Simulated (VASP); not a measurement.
# Be in VASP: notebook

Runs on Be. Level: PBE. Tasks: relaxation of cell and atoms, single point.

All numbers are computed with VASP 6.6.1; they aren't measurements. Logs are shortened: lines on timing, memory, paths and dates and some standing lists are left out, and cuts for length are marked.

## Step 1: The cell of the first run

Symmetry: P6_3/mmc, No. 194, hexagonal system. Conventional cell: a = 2.515 Å, b = 2.515 Å, c = 6.456 Å, α = 90.00°, β = 90.00°, γ = 120.00°. Be (site symmetry 3m) has 1 Be at 1.15 Å within 1.5 Å.

## Step 2: Relaxation of cell and atoms, PBE

File INCAR:

```
SYSTEM = Be
  PREC = Accurate
  ENCUT = 600
  EDIFF = 1E-6
  ISMEAR = 0
  SIGMA = 0.1
  LREAL = .False.
  LASPH = .True.
  NELM = 60
  ALGO = Normal
  ISIF = 3
  LWAVE = .False.
  LCHARG = .False.
  GGA = PE
  IBRION = 2
  NSW = 90
  EDIFFG = -0.04
```

File KPOINTS:

```
Automatic mesh
0
Gamma
  9 9 4
  0 0 0
```

File POSCAR:

```
Be
1.0
    2.5146225399      0.0000000000      0.0000000000
   -1.2573112699      2.1777270004      0.0000000000
    0.0000000000      0.0000000000      6.4559336822
Be
4
Direct
    0.3333333333      0.6666666667      0.1610000000
    0.6666666667      0.3333333333      0.6610000000
    0.3333333333      0.6666666667      0.3390000000
    0.6666666667      0.3333333333      0.8390000000
```

Potentials or basis: VASP PAW PBE potentials, release 64 (Be).

Run with:

```console
> cat potpaw_PBE.64/Be/POTCAR > POTCAR
> mpirun -np 1 vasp_std > vasp.out
```

OUTCAR:

```text
SYSTEM = Be
   PREC = Accurate
   ENCUT = 600
   EDIFF = 1E-6
   ISMEAR = 0
   LREAL = .False.
   LASPH = .True.
   NELM = 60
   ISIF = 3
   GGA = PE
   IBRION = 2
   NSW = 90
   EDIFFG = -0.04

 ion  position               nearest neighbor table
   1  0.333  0.667  0.161-   3 1.15
   2  0.667  0.333  0.661-   4 1.15
   3  0.333  0.667  0.339-   1 1.15
   4  0.667  0.333  0.839-   2 1.15

 -----------------------------------------------------------------------------
|                                                                             |
|           W    W    AA    RRRRR   N    N  II  N    N   GGGG   !!!           |
|           W    W   A  A   R    R  NN   N  II  NN   N  G    G  !!!           |
|           W    W  A    A  R    R  N N  N  II  N N  N  G       !!!           |
|           W WW W  AAAAAA  RRRRR   N  N N  II  N  N N  G  GGG   !            |
|           WW  WW  A    A  R   R   N   NN  II  N   NN  G    G                |
|           W    W  A    A  R    R  N    N  II  N    N   GGGG   !!!           |
|                                                                             |
|     The distance between some ions is very small. Please check the          |
|     nearest-neighbor list in the OUTCAR file.                               |
|     I HOPE YOU KNOW WHAT YOU ARE DOING!                                     |
|                                                                             |
 -----------------------------------------------------------------------------

  LATTYP: Found a hexagonal cell.
 ALAT       =     2.5146225399
 C/A-ratio  =     2.5673569610

  Lattice vectors:

 A1 = (   2.5146225399,   0.0000000000,   0.0000000000)
 A2 = (  -1.2573112699,   2.1777270004,   0.0000000000)
 A3 = (   0.0000000000,   0.0000000000,   6.4559336822)

Analysis of symmetry for initial positions (statically):
=====================================================================
 Subroutine PRICEL returns:
 Original cell was already a primitive cell.

 Routine SETGRP: Setting up the symmetry group for a
 hexagonal supercell.

 Subroutine GETGRP returns: Found 24 space group operations
 (whereof 12 operations were pure point group operations)
 out of a pool of 24 trial point group operations.

The static configuration has the point symmetry D_3d.
 The point group associated with its full space group is D_6h.

Analysis of symmetry for dynamics (positions and initial velocities):
=====================================================================
 Subroutine PRICEL returns:
 Original cell was already a primitive cell.

 Routine SETGRP: Setting up the symmetry group for a
 hexagonal supercell.

 Subroutine GETGRP returns: Found 24 space group operations
 (whereof 12 operations were pure point group operations)
 out of a pool of 24 trial point group operations.

The dynamic configuration has the point symmetry D_3d.
 The point group associated with its full space group is D_6h.

 Subroutine INISYM returns: Found 24 space group operations
 (whereof 12 operations are pure point group operations),
 and found     1 'primitive' translations

----------------------------------------------------------------------------------------

                                     Primitive cell

  volume of cell :      35.3537

  direct lattice vectors                    reciprocal lattice vectors
     2.514622540  0.000000000  0.000000000     0.397673998  0.229597190  0.000000000
    -1.257311270  2.177727000  0.000000000     0.000000000  0.459194380  0.000000000
     0.000000000  0.000000000  6.455933682     0.000000000  0.000000000  0.154896263

  length of vectors
     2.514622540  2.514622540  6.455933682     0.459194380  0.459194380  0.154896263

  position of ions in fractional coordinates (direct lattice)
     0.333333333  0.666666667  0.161000000
     0.666666667  0.333333333  0.661000000
     0.333333333  0.666666667  0.339000000
     0.666666667  0.333333333  0.839000000

  ion indices of the primitive-cell ions
   primitive index   ion index
                 1           1
                 2           2
                 3           3
                 4           4

----------------------------------------------------------------------------------------
[... 27 lines left out ...]
  0.000000  0.000000  0.000000      1.000000
  0.111111  0.000000  0.000000      6.000000
  0.222222  0.000000  0.000000      6.000000
  0.333333 -0.000000  0.000000      6.000000
  0.444444  0.000000  0.000000      6.000000
  0.111111  0.111111  0.000000      6.000000
[... 16 lines left out ...]
  0.333333  0.222222  0.250000     24.000000
  0.333333  0.333333  0.250000      4.000000
 [... further k-points ...]
   k-points           NKPTS =     36   k-points in BZ     NKDIM =     36   number of bands    NBANDS=      8
   number of dos      NEDOS =    301   number of ions     NIONS =      4
   total plane-waves  NPLWV =  21600
   dimension x,y,z NGX =    20 NGY =   20 NGZ =   54
   dimension x,y,z NGXF=    40 NGYF=   40 NGZF=  108
   ions per type =               4
   NGX,Y,Z   is equivalent  to a cutoff of  13.22, 13.22, 13.91 a.u.
   NGXF,Y,Z  is equivalent  to a cutoff of  26.44, 26.44, 27.81 a.u.
 SYSTEM =  Be
   PREC   = accura    normal or accurate (medium, high low for compatibility)
   ISTART =      0    job   : 0-new  1-cont  2-samecut
   ICHARG =      2    charge: 1-file 2-atom 10-const
   ISPIN  =      1    spin polarized calculation?
   LNONCOLLINEAR =      F non collinear calculations
   LSORBIT =      F    spin-orbit coupling
   LASPH  =      T    aspherical Exc in radial PAW
   ENCUT  =  600.0 eV  44.10 Ry    6.64 a.u.   5.02  5.02 12.89*2*pi/ulx,y,z
   NELM   =     60;   NELMIN=  2; NELMDL= -5     # of ELM steps
   EDIFF  = 0.1E-05   stopping-criterion for ELM
   LREAL  =      F    real-space projection
   EDIFFG = -.4E-01   stopping-criterion for IOM
   NSW    =     90    number of steps for IOM
   IBRION =      2    ionic relax: 0-MD 1-quasi-New 2-CG
   NFREE  =      1    steps in history (QN), initial steepest desc. (CG)
   ISIF   =      3    stress and relaxation
   ISYM   =      2    0-nonsym 1-usesym 2-fastsym
   POTIM  = 0.5000    time-step for ionic-motion
   TEBEG  =    0.0;   TEEND  =   0.0 temperature during run
   PSTRESS=    0.0 pullay stress
   NELECT =       8.0000    total number of electrons
   NUPDOWN=      -1.0000    fix difference up-down
   EMIN   =  10.00;   EMAX   =-10.00  energy-range for DOS
   EFERMI =   0.00;   METHOD = LEGACY
   ISMEAR =     0;   SIGMA  =   0.10  broadening in eV -4-tet -1-fermi 0-gaus
   EFERMI_NEDOS =   21; number of points for ismear=-14 and -15
   IALGO  =     38    algorithm
   IMIX   =      4    mixing-type and parameters
     AMIX     =   0.40;   BMIX     =  1.00
     AMIX_MAG =   1.60;   BMIX_MAG =  1.00
  volume/ion in A,a.u.               =       8.84        59.64
  Fermi-wavevector in a.u.,A,eV,Ry     =   0.997608  1.885205 13.540801  0.995221
  Thomas-Fermi vector in A             =   2.129775
   LORBIT       =      0    0 simple, 1 ext, 2 COOP (PROOUT), +10 PAW based schemes
   GGA     = PE    functional components
   LHFCALC =     F    Hartree Fock is set to
   AEXX    =    0.0000 exact exchange contribution
   IVDW    =     0    specifies the selected vdW correction
   LEPSILON=     F    determine dielectric tensor
   LRPA    =     F    only Hartree local field effects (RPA)
 conjugate gradient relaxation of ions
 non-spin polarized calculation
 Gauss-broadening in eV      SIGMA  =   0.10
  energy-cutoff  :      600.00
  volume of cell :       35.35
 maximum number of plane-waves:      1206
 NGX is ok and might be reduce to    20

--------------------------------------- Ionic step        1  -------------------------------------------

 number of electron       8.0000000 magnetization

 Free energy of the ion-electron system (eV)
  ---------------------------------------------------
  ext. energy  EPLUGINS =         0.00000000
  ---------------------------------------------------
  free energy    TOTEN  =         4.44276943 eV

  energy without entropy =        4.44866488  energy(sigma->0) =        4.44571716

------------------------ aborting loop because EDIFF is reached ----------------------------------------

  FORCE on cell =-STRESS in cart. coord.  units (eV):
  Direction    XX          YY          ZZ          XY          YZ          ZX
  --------------------------------------------------------------------------------------
  -------------------------------------------------------------------------------------
  Total      -10.2425012    -10.2425012     64.1796821     -0.0000000      0.0000000      0.0000000
  in kB     -464.1745296   -464.1745296   2908.5252873     -0.0000000      0.0000000      0.0000000
  external PRESSURE =     660.0587427 kB  Pullay stress =       0.0000000 kB
[... 95 lines left out ...]
  FREE ENERGIE OF THE ION-ELECTRON SYSTEM (eV)
  ---------------------------------------------------
  free  energy   TOTEN  =       -13.3845774208 eV

  energy  without entropy=      -13.3824145416  energy(sigma->0) =      -13.38349598

 E-fermi :   4.4612     XC(G=0):  -9.7894

 val. band max:        4.4030000159   @ k =   0.3333   0.2222   0.2500
 cond. band min:       4.6560350332   @ k =   0.3333   0.3333   0.0000
 fundamental gap:      0.2530350173
 Fermi energy:         4.4612413209

 k-point     1 :       0.0000    0.0000    0.0000
  band No.  band energies     occupation
      1      -5.4125      2.00000
      2      -5.0543      2.00000
      3      -2.2543      2.00000
      4       0.1822      2.00000
      5       0.7172      2.00000
      6       4.8270      0.00000
      7       9.4135      0.00000
      8      15.1163      0.00000
[... 243 lines left out ...]
 k-point    24 :       0.3333    0.3333    0.2500
  band No.  band energies     occupation
      1       4.6966      0.00087
      2       4.9225      0.00000
      3       5.4719      0.00000
      4       5.4719      0.00000
      5       5.8385      0.00000
      6       5.8385      0.00000
      7       8.0628      0.00000
      8       8.7084      0.00000

 [... further k-points ...]

[... ionic steps 4 to 25 ...]

--------------------------------------- Ionic step       26  -------------------------------------------

 number of electron       8.0000000 magnetization

------------------------ aborting loop because EDIFF is reached ----------------------------------------
[... 71 lines left out ...]
--------------------------------------- Ionic step       28  -------------------------------------------

 number of electron       8.0000000 magnetization

 Free energy of the ion-electron system (eV)
  ---------------------------------------------------
  ext. energy  EPLUGINS =         0.00000000
  ---------------------------------------------------
  free energy    TOTEN  =       -13.82907351 eV

  energy without entropy =      -13.82494928  energy(sigma->0) =      -13.82701139

 E-fermi :   5.4838     XC(G=0): -10.1753

 val. band max:        5.3994744196   @ k =   0.2222   0.0000   0.2500
 cond. band min:       5.5591271286   @ k =   0.3333   0.3333   0.0000
 fundamental gap:      0.1596527091
 Fermi energy:         5.4838493900

 k-point     1 :       0.0000    0.0000    0.0000
  band No.  band energies     occupation
      1      -4.7395      2.00000
      2      -3.7547      2.00000
      3      -2.3702      2.00000
      4       0.7029      2.00000
      5       3.4033      2.00000
      6       9.0265      0.00000
      7      12.2579      0.00000
      8      19.9769      0.00000
[... 284 lines left out ...]
  FREE ENERGIE OF THE ION-ELECTRON SYSTEM (eV)
  ---------------------------------------------------
  free  energy   TOTEN  =       -13.8290735053 eV

  energy  without entropy=      -13.8249492826  energy(sigma->0) =      -13.82701139

 reached required accuracy - stopping structural energy minimisation
```

It took 2 min on 1 thread of AMD EPYC 7R13 (Zen 3), shared host; peak memory 0.12 GiB.

Results:

```
Free energy                           : -13.8291 eV
Relaxed volume                        : 8.87 Å³/atom
Relaxed cell                          : a = 2.185 Å, b = 2.185 Å, c = 8.583 Å, α = 90.00°, β = 90.00°, γ = 120.00°
Space group after relaxing (to 0.1 Å) : P6_3/mmc (No. 194)
Energy gained by relaxing             : 4568.0 meV/atom
Ionic steps                           : 28
Pressure after relaxing               : 0.4 GPa
Largest force after relaxing          : 0.039 eV/Å
Band gap on the k mesh                : zero (bands 4 and 5 overlap by 2.80 eV)
```

Forces on the atoms (eV/Å):
```
Be   0.000  0.000 -0.039
Be   0.000  0.000 -0.039
Be   0.000  0.000  0.039
Be   0.000  0.000  0.039
```

Step by step:
| step | energy change (eV) | largest force (eV/Å) | pressure (GPa) | volume (Å³) |
| --- | --- | --- | --- | --- |
| 1 | 0.0000 | 29.0010 | 66.01 | 35.35 |
| 2 | -15.6819 | 4.2420 | 20.76 | 48.18 |
| 3 | -17.8273 | 0.3819 | 1.33 | 49.28 |
| 4 | -17.8599 | 0.0890 | 0.68 | 49.42 |
| 5 | -17.8469 | 0.1341 | 0.32 | 49.55 |
| 6 | -17.8652 | 0.0368 | -0.83 | 49.73 |
| 7 | -17.8668 | 0.0038 | -1.24 | 49.79 |
| 8 | -17.8710 | 0.0624 | -0.42 | 49.05 |
| 9 | -17.8715 | 0.0912 | -0.03 | 48.71 |
| 10 | -17.8736 | 0.0840 | 0.03 | 48.49 |
| 11 | -17.8792 | 0.0639 | 0.20 | 47.81 |
| 12 | -17.8876 | 0.0268 | 0.62 | 46.47 |
| 13 | -17.8966 | 0.0146 | 1.66 | 43.83 |
| 14 | -17.9644 | 0.0222 | 4.57 | 38.68 |
| 15 | -17.4081 | 2.1560 | 25.37 | 28.92 |
| 16 | -17.9486 | 0.3460 | 7.18 | 37.91 |
| 17 | -18.0834 | 0.1577 | 11.88 | 33.34 |
| 18 | -18.0820 | 0.0257 | 13.70 | 32.26 |
| 19 | -18.0859 | 0.1181 | 12.25 | 33.04 |
| 20 | -18.0869 | 0.0536 | 12.94 | 32.65 |
| 21 | -18.1271 | 0.0361 | 11.18 | 32.98 |
| 22 | -18.2167 | 0.0168 | 6.29 | 33.99 |
| 23 | -18.2677 | 0.1161 | -1.56 | 36.04 |
| 24 | -18.2702 | 0.0993 | -0.39 | 35.69 |
| 25 | -18.2702 | 0.0963 | -0.17 | 35.63 |
| 26 | -18.2707 | 0.0831 | -0.12 | 35.61 |
| 27 | -18.2719 | 0.0428 | 0.05 | 35.57 |
| 28 | -18.2718 | 0.0386 | 0.39 | 35.47 |

Final structure:
```
Be
1.0
     2.18455    0.00000    0.00000
    -1.09228    1.89188    0.00000
     0.00000    0.00000    8.58299
Be
4
Cartesian
  0.0000 1.2613 7.6532
  1.0923 0.6306 3.3617
  0.0000 1.2613 5.2213
  1.0923 0.6306 0.9298
```

Caveat: a cell axis changed by over 15 % at a fixed basis, so the end point is rough.

## Step 3: Single point, PBE

This run uses another cell than the first one: it holds 8 atoms, not 4.

File INCAR:

```
SYSTEM = Be
PREC = Accurate
ENCUT = 520
EDIFF = 1E-7
ISMEAR = 0
SIGMA = 0.1
LREAL = .FALSE.
LASPH = .TRUE.
NELM = 60
ALGO = Fast
ISIF = 2
LWAVE = .FALSE.
LCHARG = .TRUE.
GGA = PE
LELF = .TRUE.
LVHAR = .TRUE.
NBANDS = 18
```

File KPOINTS:

```
regular mesh
0
G
  10 6 4
  0 0 0
```

File POSCAR:

```
Be
1.0
    1.1348231610     -1.9483224889      0.1505971584
   -3.3618542866     -1.9162916610      0.4688228786
    0.6216579562      1.0909676828     -7.4210502850
Be
8
Direct
    0.5631878766      0.7282081636      0.8750144395
    1.0631903917      0.2282093211      0.8750131982
    0.8118163545      0.6467932524      0.3749901779
    0.3118250371      0.1467933488      0.3749892466
    0.4375018590      0.9374963751      0.6249984306
    0.9374990915      0.4375039892      0.6250015354
    1.1874935596      0.6874959754      0.1249996708
    0.6874858300      0.1874995744      0.1249933011
```

Potentials or basis: VASP PAW PBE potentials, release 64 (Be).

Run with:

```console
> cat potpaw_PBE.64/Be/POTCAR > POTCAR
> mpirun -np 1 vasp_std > vasp.out
```

OUTCAR:

```text
SYSTEM = Be
   PREC = Accurate
   ENCUT = 520
   EDIFF = 1E-7
   ISMEAR = 0
   LREAL = .FALSE.
   LASPH = .TRUE.
   NELM = 60
   ISIF = 2
   GGA = PE

 ion  position               nearest neighbor table
   1  0.563  0.728  0.875-   6 2.21   8 2.21   6 2.22   7 2.22   7 2.22   5 2.22   2 2.25   2 2.25
                             2 2.25   2 2.25
   2  0.063  0.228  0.875-   5 2.21   7 2.22   5 2.22   8 2.22   8 2.22   6 2.22   1 2.25   1 2.25
                             1 2.25   1 2.25
   3  0.812  0.647  0.375-   5 2.21   8 2.22   5 2.22   7 2.22   7 2.22   6 2.22   4 2.25   4 2.25
                             4 2.25   4 2.25
   4  0.312  0.147  0.375-   6 2.21   7 2.22   6 2.22   8 2.22   8 2.22   5 2.22   3 2.25   3 2.25
                             3 2.25   3 2.25
   5  0.438  0.937  0.625-   3 2.21   2 2.21   3 2.22   2 2.22   4 2.22   1 2.22   6 2.25   6 2.25
                             6 2.25   6 2.25
   6  0.937  0.438  0.625-   1 2.21   4 2.21   4 2.22   1 2.22   3 2.22   2 2.22   5 2.25   5 2.25
                             5 2.25   5 2.25
   7  0.187  0.687  0.125-   2 2.22   4 2.22   1 2.22   3 2.22   1 2.22   3 2.22   8 2.25   8 2.25
                             8 2.25   8 2.25
[... 216 lines left out ...]
      3      -2.1747      2.00000
      4       2.4506      2.00000
      5       2.4658      2.00000
      6       2.4825      2.00000
[... 481 lines left out ...]
      5       1.3958      2.00000
      6       5.1534      2.00000
[... 10 lines left out ...]
     17      14.1444      0.00000
     18      14.9409      0.00000

 [... further k-points ...]

------------------------ aborting loop because EDIFF is reached ----------------------------------------

  FORCE on cell =-STRESS in cart. coord.  units (eV):
  Direction    XX          YY          ZZ          XY          YZ          ZX
  --------------------------------------------------------------------------------------
  -------------------------------------------------------------------------------------
  Total        0.0555623      0.0494588      0.0669343      0.0040817      0.0037868      0.0041421
  in kB        1.4080039      1.2533354      1.6961816      0.1034331      0.0959625      0.1049658
  external PRESSURE =       1.4525069 kB  Pullay stress =       0.0000000 kB

 VOLUME and BASIS-vectors are now :
 -----------------------------------------------------------------------------
  energy-cutoff  :      520.00
  volume of cell :       63.22
      direct lattice vectors                 reciprocal lattice vectors
     1.134823161 -1.948322489  0.150597158     0.216836535 -0.389990619 -0.039168176
    -3.361854287 -1.916291661  0.468822879    -0.226087291 -0.134681523 -0.038738742
     0.621657956  1.090967683 -7.421050285    -0.009882689 -0.016422643 -0.137993975

 POSITION                                       TOTAL-FORCE (eV/Angst)
 -----------------------------------------------------------------------------------
     -1.26505     -1.53812     -6.06731         0.000001      0.000146      0.000210
     -0.15154      0.39418     -6.37701         0.000030      0.000227      0.000209
     -1.02004     -2.41202     -2.35733         0.000006     -0.000099      0.000186
      0.09348     -0.47973     -2.66703        -0.000098      0.000047      0.000133
     -2.26670     -1.96706     -4.13274        -0.000135     -0.000061     -0.000168
     -0.01839     -1.98308     -4.29187         0.000148      0.000000     -0.000014
     -2.02078     -1.54637     -0.57708        -0.000106     -0.000121     -0.000085
      0.22753     -1.56238     -0.73614         0.000154     -0.000139     -0.000471
 -----------------------------------------------------------------------------------
    total drift:                                0.000000     -0.000000      0.000000

  FREE ENERGIE OF THE ION-ELECTRON SYSTEM (eV)
  ---------------------------------------------------
  free  energy   TOTEN  =       -29.8648408023 eV

  energy  without entropy=      -29.8621001626  energy(sigma->0) =      -29.86347048
```

Run time: 91 s. Hardware: 1 thread of AMD EPYC 7R13 (Zen 3), shared host; peak memory 0.2 GiB.

Results:

- Free energy: -29.8648 eV
- Pressure: 0.1 GPa
- Band gap on the k mesh: zero (bands 8 and 9 overlap by 1.43 eV)

[end of part 1 of 3]

The gap in the log of VASP goes by the Fermi energy; the results here count the filled bands.